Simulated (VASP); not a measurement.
# Sc in VASP: a series of runs

The runs below take Sc through single point, with PBE.

Everything below comes from runs of VASP 6.6.1. Logs are shortened: lines on timing, memory, paths and dates and some standing lists are left out, and cuts for length are marked.

## 1. The cell of the first run

It takes space group I4/mmm (No. 139, tetragonal). The conventional cell has a = 3.231 Å, b = 3.231 Å, c = 4.637 Å, α = 90.00°, β = 90.00°, γ = 90.00°. Within 4.2 Å of Sc (site symmetry 4/mmm) lie 12 Sc at 3.23 to 3.25 Å.

This isn't the form of Sc at room conditions, which is hcp.

## 2. Single point, PBE (strained)

Input file INCAR:

```
SYSTEM = Sc
ALGO     = Normal         ! electronic algorithm
EDIFF    = 1E-6           ! SCF threshold, eV
ENCUT    = 500            ! plane-wave cutoff, eV
GGA      = PE             ! functional
GGA_COMPAT= .False.      
ISIF     = 2              ! what is computed and relaxed
ISMEAR   = 0              ! smearing method
LASPH    = .True.         ! aspherical terms in the spheres
LCHARG   = .False.        ! write CHGCAR
LREAL    = .False.        ! projectors in reciprocal space
LWAVE    = .False.        ! write WAVECAR
NBANDS   = 12             ! bands
NELM     = 120            ! most SCF steps
PREC     = Accurate       ! precision mode
SIGMA    = 0.1            ! smearing width, eV
```

Input file KPOINTS:

```
k-points
0
Gamma
  14 14 14
  0 0 0
```

Input file POSCAR:

```
Sc
1.0
    0.0000000000      2.3185210750      2.2844635750
    2.2844635750      0.0000000000      2.2844635750
    2.2844635750      2.3185210750      0.0000000000
Sc
1
Direct
    0.0000000000      0.0000000000      0.0000000000
```

Potentials or basis: VASP PAW PBE potentials, release 64 (Sc_sv).

On the command line:

```bash
cat potpaw_PBE.64/Sc_sv/POTCAR > POTCAR
mpirun -np 1 vasp_std > vasp.out
```

OUTCAR:

```text
SYSTEM = Sc
   EDIFF = 1E-6
   ENCUT = 500
   GGA = PE
   ISIF = 2
   ISMEAR = 0
   LASPH = .True.
   LREAL = .False.
   NELM = 120
   PREC = Accurate

 ion  position               nearest neighbor table
   1  0.000  0.000  0.000-

  LATTYP: Found a body centered tetragonal cell.
 ALAT       =     3.2307193705
 C/A-ratio  =     1.4352971020

  Lattice vectors:

 A1 = (   0.0000000000,  -2.3185210750,   2.2844635750)
 A2 = (   0.0000000000,  -2.3185210750,  -2.2844635750)
 A3 = (   2.2844635750,   2.3185210750,   0.0000000000)

Analysis of symmetry for initial positions (statically):
=====================================================================
 Subroutine PRICEL returns:
 Original cell was already a primitive cell.

 Routine SETGRP: Setting up the symmetry group for a
 body centered tetragonal supercell.

 Subroutine GETGRP returns: Found 16 space group operations
 (whereof 16 operations were pure point group operations)
 out of a pool of 16 trial point group operations.

The static configuration has the point symmetry D_4h.

Analysis of symmetry for dynamics (positions and initial velocities):
=====================================================================
 Subroutine PRICEL returns:
 Original cell was already a primitive cell.

 Routine SETGRP: Setting up the symmetry group for a
 body centered tetragonal supercell.

 Subroutine GETGRP returns: Found 16 space group operations
 (whereof 16 operations were pure point group operations)
 out of a pool of 16 trial point group operations.

The dynamic configuration has the point symmetry D_4h.

 Subroutine INISYM returns: Found 16 space group operations
 (whereof 16 operations are pure point group operations),
 and found     1 'primitive' translations

----------------------------------------------------------------------------------------

                                     Primitive cell

  volume of cell :      24.1997

  direct lattice vectors                    reciprocal lattice vectors
     0.000000000  2.318521075  2.284463575    -0.218869762  0.215654714  0.218869762
     2.284463575  0.000000000  2.284463575     0.218869762 -0.215654714  0.218869762
     2.284463575  2.318521075  0.000000000     0.218869762  0.215654714 -0.218869762

  length of vectors
     3.254890751  3.230719371  3.254890751     0.377246473  0.377246473  0.377246473

  position of ions in fractional coordinates (direct lattice)
     0.000000000  0.000000000  0.000000000

  ion indices of the primitive-cell ions
   primitive index   ion index
                 1           1

----------------------------------------------------------------------------------------

 KPOINTS: k-points

Automatic generation of k-mesh.
 Grid dimensions read from file:
 generate k-points for:   14   14   14

 Generating k-lattice:

  Cartesian coordinates                     Fractional coordinates (reciprocal lattice)
    -0.015633554  0.015403908  0.015633554     0.071428571  0.000000000  0.000000000
     0.015633554 -0.015403908  0.015633554     0.000000000  0.071428571  0.000000000
     0.015633554  0.015403908 -0.015633554     0.000000000  0.000000000  0.071428571

  Length of vectors
     0.026946177  0.026946177  0.026946177

  Shift w.r.t. Gamma in fractional coordinates (k-lattice)
     0.000000000  0.000000000  0.000000000

 Subroutine IBZKPT returns following result:
 ===========================================

 Found    244 irreducible k-points:

 Following reciprocal coordinates:
            Coordinates               Weight
  0.000000  0.000000  0.000000      1.000000
  0.071429  0.000000  0.000000      8.000000
  0.142857  0.000000  0.000000      8.000000
  0.214286  0.000000  0.000000      8.000000
  0.285714  0.000000 -0.000000      8.000000
  0.357143  0.000000  0.000000      8.000000
[... 16 lines left out ...]
  0.214286  0.142857  0.000000     16.000000
  0.285714  0.142857  0.000000     16.000000
 [... further k-points ...]
   k-points           NKPTS =    244   k-points in BZ     NKDIM =    244   number of bands    NBANDS=     12
   number of dos      NEDOS =    301   number of ions     NIONS =      1
   total plane-waves  NPLWV =  13824
   dimension x,y,z NGX =    24 NGY =   24 NGZ =   24
   dimension x,y,z NGXF=    48 NGYF=   48 NGZF=   48
   ions per type =               1
   NGX,Y,Z   is equivalent  to a cutoff of  12.26, 12.35, 12.26 a.u.
   NGXF,Y,Z  is equivalent  to a cutoff of  24.52, 24.70, 24.52 a.u.
 SYSTEM =  Sc
   PREC   = accura    normal or accurate (medium, high low for compatibility)
   ISTART =      0    job   : 0-new  1-cont  2-samecut
   ICHARG =      2    charge: 1-file 2-atom 10-const
   ISPIN  =      1    spin polarized calculation?
   LNONCOLLINEAR =      F non collinear calculations
   LSORBIT =      F    spin-orbit coupling
   LASPH  =      T    aspherical Exc in radial PAW
   ENCUT  =  500.0 eV  36.75 Ry    6.06 a.u.   5.93  5.89  5.93*2*pi/ulx,y,z
   NELM   =    120;   NELMIN=  2; NELMDL= -5     # of ELM steps
   EDIFF  = 0.1E-05   stopping-criterion for ELM
   LREAL  =      F    real-space projection
   EDIFFG = 0.1E-04   stopping-criterion for IOM
   NSW    =      0    number of steps for IOM
   IBRION =     -1    ionic relax: 0-MD 1-quasi-New 2-CG
   NFREE  =      0    steps in history (QN), initial steepest desc. (CG)
   ISIF   =      2    stress and relaxation
   ISYM   =      2    0-nonsym 1-usesym 2-fastsym
   POTIM  = 0.5000    time-step for ionic-motion
   TEBEG  =    0.0;   TEEND  =   0.0 temperature during run
   PSTRESS=    0.0 pullay stress
   NELECT =      11.0000    total number of electrons
   NUPDOWN=      -1.0000    fix difference up-down
   EMIN   =  10.00;   EMAX   =-10.00  energy-range for DOS
   EFERMI =   0.00;   METHOD = LEGACY
   ISMEAR =     0;   SIGMA  =   0.10  broadening in eV -4-tet -1-fermi 0-gaus
   EFERMI_NEDOS =   21; number of points for ismear=-14 and -15
   IALGO  =     38    algorithm
   IMIX   =      4    mixing-type and parameters
     AMIX     =   0.40;   BMIX     =  1.00
     AMIX_MAG =   1.60;   BMIX_MAG =  1.00
  volume/ion in A,a.u.               =      24.20       163.31
  Fermi-wavevector in a.u.,A,eV,Ry     =   1.258740  2.378673 21.557415  1.584425
  Thomas-Fermi vector in A             =   2.392334
   LORBIT       =      0    0 simple, 1 ext, 2 COOP (PROOUT), +10 PAW based schemes
   GGA     = PE    functional components
   LHFCALC =     F    Hartree Fock is set to
   AEXX    =    0.0000 exact exchange contribution
   IVDW    =     0    specifies the selected vdW correction
   LEPSILON=     F    determine dielectric tensor
   LRPA    =     F    only Hartree local field effects (RPA)
 non-spin polarized calculation
 Gauss-broadening in eV      SIGMA  =   0.10
  energy-cutoff  :      500.00
  volume of cell :       24.20
 maximum number of plane-waves:       636
   NGX = 11   NGY = 11   NGZ = 11

 number of electron      10.9999997 magnetization

 Free energy of the ion-electron system (eV)
  ---------------------------------------------------
  ext. energy  EPLUGINS =         0.00000000
  ---------------------------------------------------
  free energy    TOTEN  =        -6.20439440 eV

  energy without entropy =       -6.19558933  energy(sigma->0) =       -6.19999187

 E-fermi :   3.8504     XC(G=0):  -9.9484

 val. band max:        3.8499782362   @ k =  -0.2857   0.5000   0.2143
 cond. band min:       3.8612068857   @ k =  -0.4286   0.1429   0.0714
 fundamental gap:      0.0112286495
 Fermi energy:         3.8503981572

 k-point     1 :       0.0000    0.0000    0.0000
  band No.  band energies     occupation
      1     -45.5369      2.00000
      2     -23.9432      2.00000
      3     -23.9432      2.00000
      4     -23.9428      2.00000
      5      -1.3760      2.00000
      6       5.3927      0.00000
      7       5.4891      0.00000
      8       5.4891      0.00000
      9       6.8089      0.00000
     10       6.9222      0.00000
     11      16.4555      0.00000
     12      19.7565      0.00000

 k-point     2 :       0.0714    0.0000    0.0000
  band No.  band energies     occupation
      1     -45.5338      2.00000
      2     -23.9645      2.00000
      3     -23.9459      2.00000
      4     -23.9458      2.00000
      5      -1.2444      2.00000
      6       5.3447      0.00000
      7       5.4870      0.00000
      8       5.5383      0.00000
      9       6.7769      0.00000
     10       6.8852      0.00000
     11      16.5747      0.00000
     12      18.8696      0.00000

 k-point     3 :       0.1429    0.0000    0.0000
  band No.  band energies     occupation
      1     -45.5249      2.00000
      2     -24.0243      2.00000
      3     -23.9541      2.00000
      4     -23.9528      2.00000
      5      -0.8614      2.00000
      6       5.0971      0.00000
      7       5.5845      0.00000
      8       5.6534      0.00000
      9       6.7267      0.00000
     10       6.8166      0.00000
     11      16.5522      0.00000
     12      17.4705      0.00000
[... 286 lines left out ...]
 k-point    23 :       0.2143    0.1429    0.0000
  band No.  band energies     occupation
      1     -45.5110      2.00000
      2     -24.0783      2.00000
      3     -23.9867      2.00000
      4     -23.9818      2.00000
      5      -0.2462      2.00000
      6       4.6795      0.00000
      7       5.7978      0.00000
      8       5.9007      0.00000
      9       6.2586      0.00000
     10       7.0920      0.00000
     11      16.5359      0.00000
     12      17.3705      0.00000

 k-point    24 :       0.2857    0.1429    0.0000
  band No.  band energies     occupation
      1     -45.4985      2.00000
      2     -24.1549      2.00000
      3     -24.0006      2.00000
      4     -23.9945      2.00000
      5       0.3824      2.00000
      6       4.3955      0.00000
      7       5.5528      0.00000
      8       5.9462      0.00000
      9       6.5702      0.00000
     10       7.2728      0.00000
     11      14.8874      0.00000
     12      17.1620      0.00000

 [... further k-points ...]

------------------------ aborting loop because EDIFF is reached ----------------------------------------

  FORCE on cell =-STRESS in cart. coord.  units (eV):
  Direction    XX          YY          ZZ          XY          YZ          ZX
  --------------------------------------------------------------------------------------
  -------------------------------------------------------------------------------------
  Total        0.1696925      0.1024546      0.1696925      0.0000000      0.0000000      0.0000000
  in kB       11.2347569      6.7831671     11.2347569      0.0000000      0.0000000      0.0000000
  external PRESSURE =       9.7508936 kB  Pullay stress =       0.0000000 kB

 VOLUME and BASIS-vectors are now :
 -----------------------------------------------------------------------------
  energy-cutoff  :      500.00
  volume of cell :       24.20
      direct lattice vectors                 reciprocal lattice vectors
     0.000000000  2.318521075  2.284463575    -0.218869762  0.215654714  0.218869762
     2.284463575  0.000000000  2.284463575     0.218869762 -0.215654714  0.218869762
     2.284463575  2.318521075  0.000000000     0.218869762  0.215654714 -0.218869762

 POSITION                                       TOTAL-FORCE (eV/Angst)
 -----------------------------------------------------------------------------------
      0.00000      0.00000      0.00000         0.000000     -0.000000      0.000000
 -----------------------------------------------------------------------------------
    total drift:                                0.000000      0.000000      0.000000

  FREE ENERGIE OF THE ION-ELECTRON SYSTEM (eV)
  ---------------------------------------------------
  free  energy   TOTEN  =        -6.2043944000 eV

  energy  without entropy=       -6.1955893327  energy(sigma->0) =       -6.19999187
```

Wall time 66 s (1 thread of Intel Xeon 8259CL, shared host); peak memory 0.19 GiB.

Results:

```yaml
Free_energy: -6.2044 eV
Pressure: 1.0 GPa
Band_gap_on_the_k_mesh: zero (an odd number of electrons rules out a gap without spin polarisation)
```

Stress tensor (GPa, compression positive):
```
1.12 0.00 0.00
0.00 0.68 0.00
0.00 0.00 1.12
```

Levels at points of the mesh, in eV from the Fermi level:
```
           k point  band 2  band 3  band 4  band 5  band 6  band 7  band 8  band 9
(0.00, 0.00, 0.00)  -27.79  -27.79  -27.79   -5.23    1.54    1.64    1.64    2.96
(0.50, 0.00, 0.00)  -28.21  -27.85  -27.84   -1.79    0.26    1.44    1.55    3.91
(0.50, 0.50, 0.00)  -28.19  -27.95  -27.94   -1.55   -0.66    2.05    3.92    4.13
(0.50, 0.00, 0.50)  -28.18  -27.94  -27.94   -1.57   -0.63    1.84    3.93    4.16
```

Caveat: the cell differs from its parent crystal (strained).

## 3. Single point, PBE (the cell strained at random)

Input file INCAR:

```
SYSTEM = Sc
  PREC = Accurate
  ENCUT = 500
  EDIFF = 1E-6
  ISMEAR = 0
  SIGMA = 0.1
  LREAL = .False.
  LASPH = .True.
  NELM = 120
  ALGO = Normal
  ISIF = 2
  LWAVE = .False.
  LCHARG = .True.
  GGA = PE
  LELF = .True.
  LVHAR = .True.
  NBANDS = 12
  GGA_COMPAT = .False.
```

Input file KPOINTS:

```
Automatic mesh
0
Gamma
  14 14 14
  0 0 0
```

Input file POSCAR:

```
Sc
1.0
    0.0064709250      2.2190504700      2.2113761800
    2.2215707250     -0.0126693900      2.2305164950
    2.2053366500      2.2219567100      0.0035646850
Sc
1
Direct
    0.0000000000      0.0000000000      0.0000000000
```

Potentials or basis: VASP PAW PBE potentials, release 64 (Sc_sv).

On the command line:

```bash
cat potpaw_PBE.64/Sc_sv/POTCAR > POTCAR
mpirun -np 1 vasp_std > vasp.out
```

Run time: 4.6 min. Hardware: 1 thread of Intel Xeon 8259CL, shared host; peak memory 0.42 GiB.

Results (log left out):

```yaml
Free_energy: -6.1436 eV
Pressure: 7.5 GPa
Band_gap_on_the_k_mesh: zero (an odd number of electrons rules out a gap without spin polarisation)
```

Stress tensor (GPa, compression positive):
```
 7.66  0.20 -0.47
 0.20  7.42  0.32
-0.47  0.32  7.54
```

Levels at points of the mesh, in eV from the Fermi level:
```tsv
k point	band 3	band 4	band 5	band 6	band 7	band 8
(0.00, 0.00, 0.00)	-27.46	-27.46	-5.41	1.66	1.74	1.80
(0.50, 0.00, 0.00)	-27.54	-27.54	-1.90	0.53	1.53	1.64
(0.00, 0.50, 0.00)	-27.53	-27.53	-1.93	0.40	1.58	1.66
(0.50, 0.50, 0.00)	-27.67	-27.66	-1.80	-0.82	2.38	4.40
(0.00, 0.00, 0.50)	-27.54	-27.54	-1.91	0.51	1.56	1.62
(0.50, 0.00, 0.50)	-27.67	-27.66	-1.80	-0.81	2.32	4.40
(0.00, 0.50, 0.50)	-27.68	-27.67	-1.79	-0.83	2.44	4.39
(0.50, 0.50, 0.50)	-27.54	-27.53	-1.91	0.49	1.51	1.69
```

Caveat: the cell differs from its parent crystal (the cell strained at random); the cell stands under pressure.
